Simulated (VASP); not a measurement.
Write the native input for VASP 6.6.1 that does the following.

```yaml
Task: single point
Functional: HSE06
Potentials_or_basis: VASP PAW PBE potentials, release 64 (Se, Zn)
Cutoff: 520 eV
k_mesh: 4 × 4 × 4
Occupations: fermi-dirac, width 0.05 eV
Spin: no spin polarisation
Dipole_correction: no
Grid_for_exact_exchange_PRECFOCK: Normal
Further_INCAR_settings: ALGO = Normal; EDIFF = 1e-06; NBANDS = 16
Screening_parameter: 0.2079 1/Å
```

ZnSe (Stilleite):

```
Se Zn
1.0
     0.00000    2.83380    2.83380
     2.83380    0.00000    2.83380
     2.83380    2.83380    0.00000
Se Zn
1 1
Direct
  0.75000 0.75000 0.75000
  0.00000 0.00000 0.00000
```

One way to write it, as run:

POSCAR

```
ZnSe
1.0
    0.0000000000      2.8338000000      2.8338000000
    2.8338000000      0.0000000000      2.8338000000
    2.8338000000      2.8338000000      0.0000000000
Se Zn
1 1
Direct
    0.7500000000      0.7500000000      0.7500000000
    0.0000000000      0.0000000000      0.0000000000
```

INCAR.step1

```
  ALGO = Normal
  EDIFF = 1E-5
  ENCUT = 520
  GGA = PE
  ISIF = 2
  ISMEAR = -1
  LASPH = T
  LCHARG = F
  LREAL = F
  LWAVE = T
  NBANDS = 16
  NELM = 100
  PREC = Accurate
  SIGMA = 0.05
```

INCAR.step2

```
  ALGO = Normal
  EDIFF = 1E-6
  ENCUT = 520
  GGA = PE
  HFSCREEN = 0.2079
  ISIF = 2
  ISMEAR = -1
  ISTART = 1
  LASPH = T
  LCHARG = F
  LHFCALC = T
  LREAL = F
  LWAVE = F
  NBANDS = 16
  NELM = 100
  PREC = Accurate
  PRECFOCK = Normal
  SIGMA = 0.05
```

KPOINTS

```
k-points
0
Gamma
  4 4 4
```

Potentials or basis: VASP PAW PBE potentials, release 64 (Se, Zn).

Command:

```sh
$ cat potpaw_PBE.64/Se/POTCAR potpaw_PBE.64/Zn/POTCAR > POTCAR
$ cp INCAR.step1 INCAR
$ mpirun -np 1 vasp_std > vasp.out
$ cp INCAR.step2 INCAR
$ mpirun -np 1 vasp_std > vasp.out
```

It gave:

```json
{
 "Pressure": "1.4 GPa",
 "Band gap on the k mesh": "2.43 eV, direct"
}
```

Caveat: the k points lie up to 0.48 Å⁻¹ apart; the PAW data sets were made with another functional, which shifts forces and pressure a little.

It took 3.5 min on 1 thread of Intel(R) Xeon(R) Platinum 8559C (Emerald Rapids), with other jobs on the host, peak memory 0.27 GiB.
